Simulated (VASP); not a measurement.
# BaTiO3 (P4mm) in VASP: single point with PBEsol

Aim: the single point of BaTiO3 with PBEsol.

Program: VASP 6.6.1. These are calculated values, not measurements. Logs are shortened: lines on timing, memory, paths and dates and some standing lists are left out, and cuts for length are marked.

## 1. The cell of the first run

Symmetry: P4mm, No. 99, tetragonal system. The conventional cell has a = 3.956 Å, b = 3.956 Å, c = 4.043 Å, α = 90.00°, β = 90.00°, γ = 90.00°. Ba (site symmetry 4mm) has 12 O at 2.77 to 2.88 Å and 8 Ti at 3.42 to 3.49 Å within 3.7 Å. Ti (site symmetry 4mm) has 6 O at 1.84 to 2.20 Å within 2.4 Å. O (site symmetry 4mm) has 2 Ti at 1.84 to 2.20 Å within 2.4 Å. Within 2.6 Å of O (site symmetry 2mm) lie 2 Ti at 1.98 Å.

## 2. Single point, PBEsol

INCAR

```
PREC = Accurate ; ENCUT = 910
EDIFF = 1E-6 ; ISMEAR = 0
SIGMA = 0.02 ; LREAL = F
LASPH = T ; NELM = 120
ALGO = Normal ; ISIF = 2
LWAVE = F ; LCHARG = T
GGA = PS ; LELF = T
LVHAR = T ; NBANDS = 28
GGA_COMPAT = F
```

KPOINTS

```
Automatic mesh
0
Gamma
  8 8 8
```

POSCAR

```
BaTiO3
1.0
    3.9557417097      0.0000000000      0.0000000000
    0.0000000000      3.9557417097      0.0000000000
    0.0000000000      0.0000000000      4.0433218743
Ba Ti O
1 1 3
Direct
    0.0000000000      0.0000000000     -0.0048958014
    0.5000000000      0.5000000000      0.4799359844
    0.5000000000      0.5000000000      0.0247643276
    0.5000000000      0.0000000000      0.5140977447
    0.0000000000      0.5000000000      0.5140977447
```

Potentials or basis: VASP PAW PBE potentials, release 64 (Ba_sv, Ti_sv, O_h).

Command:

```bash
$ cat potpaw_PBE.64/Ba_sv/POTCAR potpaw_PBE.64/Ti_sv/POTCAR potpaw_PBE.64/O_h/POTCAR > POTCAR
$ mpirun -np 1 vasp_std > vasp.out
```

OUTCAR:

```text
PREC = Accurate
   ENCUT = 910
   EDIFF = 1E-6
   ISMEAR = 0
   LREAL = F
   LASPH = T
   NELM = 120
   ISIF = 2
   GGA = PS

 ion  position               nearest neighbor table
   1  0.000  0.000  0.995-   4 2.77   5 2.77   5 2.77   4 2.77   3 2.80   3 2.80   3 2.80   3 2.80
                             4 2.88   5 2.88   5 2.88   4 2.88   2 3.42   2 3.42   2 3.42   2 3.42
   2  0.500  0.500  0.480-   3 1.84   4 1.98   5 1.98   4 1.98   5 1.98   3 2.20   1 3.42   1 3.42
                             1 3.42   1 3.42   1 3.49   1 3.49   1 3.49   1 3.49
   3  0.500  0.500  0.025-   2 1.84   2 2.20   1 2.80   1 2.80   1 2.80   1 2.80
   4  0.500  0.000  0.514-   2 1.98   2 1.98   1 2.77   1 2.77   1 2.88   1 2.88
   5  0.000  0.500  0.514-   2 1.98   2 1.98   1 2.77   1 2.77   1 2.88   1 2.88

  LATTYP: Found a simple tetragonal cell.
 ALAT       =     3.9557417097
 C/A-ratio  =     1.0221400109

  Lattice vectors:

 A1 = (   3.9557417097,   0.0000000000,   0.0000000000)
 A2 = (   0.0000000000,   3.9557417097,   0.0000000000)
 A3 = (   0.0000000000,   0.0000000000,   4.0433218743)

Analysis of symmetry for initial positions (statically):
=====================================================================
 Subroutine PRICEL returns:
 Original cell was already a primitive cell.

 Routine SETGRP: Setting up the symmetry group for a
 simple tetragonal supercell.

 Subroutine GETGRP returns: Found  8 space group operations
 (whereof  8 operations were pure point group operations)
 out of a pool of 16 trial point group operations.

The static configuration has the point symmetry C_4v.

Analysis of symmetry for dynamics (positions and initial velocities):
=====================================================================
 Subroutine PRICEL returns:
 Original cell was already a primitive cell.

 Routine SETGRP: Setting up the symmetry group for a
 simple tetragonal supercell.

 Subroutine GETGRP returns: Found  8 space group operations
 (whereof  8 operations were pure point group operations)
 out of a pool of 16 trial point group operations.

The dynamic configuration has the point symmetry C_4v.

 Subroutine INISYM returns: Found  8 space group operations
 (whereof  8 operations are pure point group operations),
 and found     1 'primitive' translations

----------------------------------------------------------------------------------------

                                     Primitive cell

  volume of cell :      63.2695

  direct lattice vectors                    reciprocal lattice vectors
     3.955741710  0.000000000  0.000000000     0.252797092  0.000000000  0.000000000
     0.000000000  3.955741710  0.000000000     0.000000000  0.252797092  0.000000000
     0.000000000  0.000000000  4.043321874     0.000000000  0.000000000  0.247321393

  length of vectors
     3.955741710  3.955741710  4.043321874     0.252797092  0.252797092  0.247321393

  position of ions in fractional coordinates (direct lattice)
     0.000000000  0.000000000  0.995104199
     0.500000000  0.500000000  0.479935984
     0.500000000  0.500000000  0.024764328
     0.500000000  0.000000000  0.514097745
     0.000000000  0.500000000  0.514097745

  ion indices of the primitive-cell ions
   primitive index   ion index
                 1           1
                 2           2
                 3           3
                 4           4
                 5           5

----------------------------------------------------------------------------------------

 KPOINTS: Automatic mesh

Automatic generation of k-mesh.
 Grid dimensions read from file:
 generate k-points for:    8    8    8

 Generating k-lattice:

  Cartesian coordinates                     Fractional coordinates (reciprocal lattice)
     0.031599636  0.000000000  0.000000000     0.125000000  0.000000000  0.000000000
     0.000000000  0.031599636  0.000000000     0.000000000  0.125000000  0.000000000
     0.000000000  0.000000000  0.030915174     0.000000000  0.000000000  0.125000000

  Length of vectors
     0.031599636  0.031599636  0.030915174

  Shift w.r.t. Gamma in fractional coordinates (k-lattice)
     0.000000000  0.000000000  0.000000000

 Subroutine IBZKPT returns following result:
 ===========================================

 Found     75 irreducible k-points:

 Following reciprocal coordinates:
            Coordinates               Weight
  0.000000  0.000000  0.000000      1.000000
  0.125000  0.000000  0.000000      4.000000
  0.250000  0.000000  0.000000      4.000000
  0.375000  0.000000  0.000000      4.000000
  0.500000  0.000000  0.000000      2.000000
  0.125000  0.125000  0.000000      4.000000
[... 16 lines left out ...]
  0.375000  0.125000  0.125000     16.000000
  0.500000  0.125000  0.125000      8.000000
 [... further k-points ...]
   k-points           NKPTS =     75   k-points in BZ     NKDIM =     75   number of bands    NBANDS=     28
   number of dos      NEDOS =    301   number of ions     NIONS =      5
   total plane-waves  NPLWV =  64000
   dimension x,y,z NGX =    40 NGY =   40 NGZ =   40
   dimension x,y,z NGXF=    80 NGYF=   80 NGZF=   80
   ions per type =               1   1   3
   NGX,Y,Z   is equivalent  to a cutoff of  16.81, 16.81, 16.45 a.u.
   NGXF,Y,Z  is equivalent  to a cutoff of  33.62, 33.62, 32.89 a.u.
 SYSTEM =  unknown system
   PREC   = accura    normal or accurate (medium, high low for compatibility)
   ISTART =      0    job   : 0-new  1-cont  2-samecut
   ICHARG =      2    charge: 1-file 2-atom 10-const
   ISPIN  =      1    spin polarized calculation?
   LNONCOLLINEAR =      F non collinear calculations
   LSORBIT =      F    spin-orbit coupling
   LASPH  =      T    aspherical Exc in radial PAW
   ENCUT  =  910.0 eV  66.88 Ry    8.18 a.u.   9.73  9.73  9.95*2*pi/ulx,y,z
   NELM   =    120;   NELMIN=  2; NELMDL= -5     # of ELM steps
   EDIFF  = 0.1E-05   stopping-criterion for ELM
   LREAL  =      F    real-space projection
   EDIFFG = 0.1E-04   stopping-criterion for IOM
   NSW    =      0    number of steps for IOM
   IBRION =     -1    ionic relax: 0-MD 1-quasi-New 2-CG
   NFREE  =      0    steps in history (QN), initial steepest desc. (CG)
   ISIF   =      2    stress and relaxation
   ISYM   =      2    0-nonsym 1-usesym 2-fastsym
   POTIM  = 0.5000    time-step for ionic-motion
   TEBEG  =    0.0;   TEEND  =   0.0 temperature during run
   PSTRESS=    0.0 pullay stress
   NELECT =      40.0000    total number of electrons
   NUPDOWN=      -1.0000    fix difference up-down
   EMIN   =  10.00;   EMAX   =-10.00  energy-range for DOS
   EFERMI =   0.00;   METHOD = LEGACY
   ISMEAR =     0;   SIGMA  =   0.02  broadening in eV -4-tet -1-fermi 0-gaus
   EFERMI_NEDOS =   21; number of points for ismear=-14 and -15
   IALGO  =     38    algorithm
   IMIX   =      4    mixing-type and parameters
     AMIX     =   0.40;   BMIX     =  1.00
     AMIX_MAG =   1.60;   BMIX_MAG =  1.00
  volume/ion in A,a.u.               =      12.65        85.39
  Fermi-wavevector in a.u.,A,eV,Ry     =   1.405066  2.655190 26.860770  1.974211
  Thomas-Fermi vector in A             =   2.527565
   LORBIT       =      0    0 simple, 1 ext, 2 COOP (PROOUT), +10 PAW based schemes
   GGA     = PS    functional components
   LHFCALC =     F    Hartree Fock is set to
   AEXX    =    0.0000 exact exchange contribution
   IVDW    =     0    specifies the selected vdW correction
   LEPSILON=     F    determine dielectric tensor
   LRPA    =     F    only Hartree local field effects (RPA)
 non-spin polarized calculation
 Gauss-broadening in eV      SIGMA  =   0.02
  energy-cutoff  :      910.00
  volume of cell :       63.27
 maximum number of plane-waves:      3980
 NGX is ok and might be reduce to    40
   NGX = 19   NGY = 19   NGZ = 19

 number of electron      40.0000010 magnetization

 Free energy of the ion-electron system (eV)
  ---------------------------------------------------
  ext. energy  EPLUGINS =         0.00000000
  ---------------------------------------------------
  free energy    TOTEN  =       -42.01973695 eV

  energy without entropy =      -42.01973695  energy(sigma->0) =      -42.01973695

 E-fermi :   4.3728     XC(G=0): -11.5816

 val. band max:        4.2550917392   @ k =   0.5000   0.5000   0.5000
 cond. band min:       6.0426784030   @ k =   0.0000   0.0000   0.0000
 fundamental gap:      1.7875866638
 Fermi energy:         4.3728196679

 k-point     1 :       0.0000    0.0000    0.0000
  band No.  band energies     occupation
      1     -51.9784      2.00000
      2     -28.3855      2.00000
      3     -28.3137      2.00000
      4     -28.3137      2.00000
      5     -20.5980      2.00000
      6     -12.6846      2.00000
[... 20 lines left out ...]
     27       9.2120      0.00000
     28      11.4486      0.00000

 k-point     2 :       0.1250    0.0000    0.0000
  band No.  band energies     occupation
      1     -51.9783      2.00000
      2     -28.3851      2.00000
      3     -28.3230      2.00000
      4     -28.3133      2.00000
      5     -20.5781      2.00000
      6     -12.6966      2.00000
[... 20 lines left out ...]
     27       9.5269      0.00000
     28      11.8358      0.00000

 k-point     3 :       0.2500    0.0000    0.0000
  band No.  band energies     occupation
      1     -51.9778      2.00000
      2     -28.3842      2.00000
      3     -28.3453      2.00000
      4     -28.3124      2.00000
      5     -20.5294      2.00000
      6     -12.7776      2.00000
[... 20 lines left out ...]
     27      10.3150      0.00000
     28      12.5268      0.00000

 k-point     4 :       0.3750    0.0000    0.0000
  band No.  band energies     occupation
      1     -51.9774      2.00000
      2     -28.3833      2.00000
      3     -28.3675      2.00000
      4     -28.3115      2.00000
      5     -20.4796      2.00000
      6     -12.9016      2.00000
[... 578 lines left out ...]
     27      10.7517      0.00000
     28      12.4695      0.00000

 k-point    23 :       0.3750    0.1250    0.1250
  band No.  band energies     occupation
      1     -51.9771      2.00000
      2     -28.3900      2.00000
      3     -28.3664      2.00000
      4     -28.3203      2.00000
      5     -20.4548      2.00000
      6     -12.7683      2.00000
[... 20 lines left out ...]
     27      11.6838      0.00000
     28      12.8183      0.00000

 k-point    24 :       0.5000    0.1250    0.1250
  band No.  band energies     occupation
      1     -51.9769      2.00000
      2     -28.3895      2.00000
      3     -28.3755      2.00000
      4     -28.3199      2.00000
      5     -20.4359      2.00000
      6     -12.8096      2.00000
[... 20 lines left out ...]
     27      12.0925      0.00000
     28      12.9642      0.00000

 [... further k-points ...]

------------------------ aborting loop because EDIFF is reached ----------------------------------------

  FORCE on cell =-STRESS in cart. coord.  units (eV):
  Direction    XX          YY          ZZ          XY          YZ          ZX
  --------------------------------------------------------------------------------------
  -------------------------------------------------------------------------------------
  Total        0.5997720      0.5997720      0.6146822      0.0000000      0.0000000      0.0000000
  in kB       15.1880697     15.1880697     15.5656436      0.0000000      0.0000000      0.0000000
  external PRESSURE =      15.3139276 kB  Pullay stress =       0.0000000 kB

 VOLUME and BASIS-vectors are now :
 -----------------------------------------------------------------------------
  energy-cutoff  :      910.00
  volume of cell :       63.27
      direct lattice vectors                 reciprocal lattice vectors
     3.955741710  0.000000000  0.000000000     0.252797092  0.000000000  0.000000000
     0.000000000  3.955741710  0.000000000     0.000000000  0.252797092  0.000000000
     0.000000000  0.000000000  4.043321874     0.000000000  0.000000000  0.247321393

 POSITION                                       TOTAL-FORCE (eV/Angst)
 -----------------------------------------------------------------------------------
      0.00000      0.00000      4.02353         0.000000      0.000000      0.037925
      1.97787      1.97787      1.94054         0.000000      0.000000      0.021753
      1.97787      1.97787      0.10013         0.000000      0.000000     -0.025468
      1.97787      0.00000      2.07866         0.000000      0.000000     -0.017105
      0.00000      1.97787      2.07866         0.000000     -0.000000     -0.017105
 -----------------------------------------------------------------------------------
    total drift:                                0.000000      0.000000     -0.000430

  FREE ENERGIE OF THE ION-ELECTRON SYSTEM (eV)
  ---------------------------------------------------
  free  energy   TOTEN  =       -42.0197369535 eV

  energy  without entropy=      -42.0197369535  energy(sigma->0) =      -42.01973695
```

Run time: 3.3 min. Hardware: 1 thread of AMD EPYC 7R13 (Zen 3), shared host; peak memory 0.43 GiB.

What came out:

| Property | Result |
| --- | --- |
| Free energy | -42.0197 eV |
| Pressure | 1.5 GPa |
| Largest force | 0.038 eV/Å |
| Band gap on the k mesh | 1.79 eV (least direct gap 2.19 eV) |

Forces in eV/Å, atoms in the order of the input:
```
Ba   0.000  0.000  0.038
Ti   0.000  0.000  0.022
O    0.000  0.000 -0.025
O    0.000  0.000 -0.017
O    0.000  0.000 -0.017
```

Levels at points of the mesh, in eV from the valence-band top:
```tsv
k point	band 16	band 17	band 18	band 19	band 20	band 21	band 22	band 23	band 24	band 25
(0.00, 0.00, 0.00)	-1.45	-1.27	-0.50	-0.40	-0.40	1.79	2.17	2.17	4.22	4.32
(0.50, 0.00, 0.00)	-2.08	-1.96	-1.78	-1.19	-1.02	2.30	3.61	3.68	4.26	6.02
(0.50, 0.50, 0.00)	-2.97	-1.86	-1.03	-1.03	-0.08	3.70	3.70	4.08	4.70	7.75
(0.00, 0.00, 0.50)	-2.07	-2.06	-2.06	-0.73	-0.73	1.95	3.63	3.63	4.21	6.23
(0.50, 0.00, 0.50)	-2.82	-1.78	-1.00	-0.97	-0.30	3.64	3.65	3.99	5.06	7.69
(0.50, 0.50, 0.50)	-2.51	-2.51	-0.22	-0.22	0.00	4.27	4.27	4.32	6.41	6.60
```

Caveat: the cutoff is under 1.25 times the usual one of these potentials, so pressure, stress and relaxed cells hold a basis-set (Pulay) error; the PAW data sets were made with another functional, which shifts forces and pressure a little; spin-orbit coupling is left out, which moves the levels of the heavy elements. A k mesh can miss the band edges.
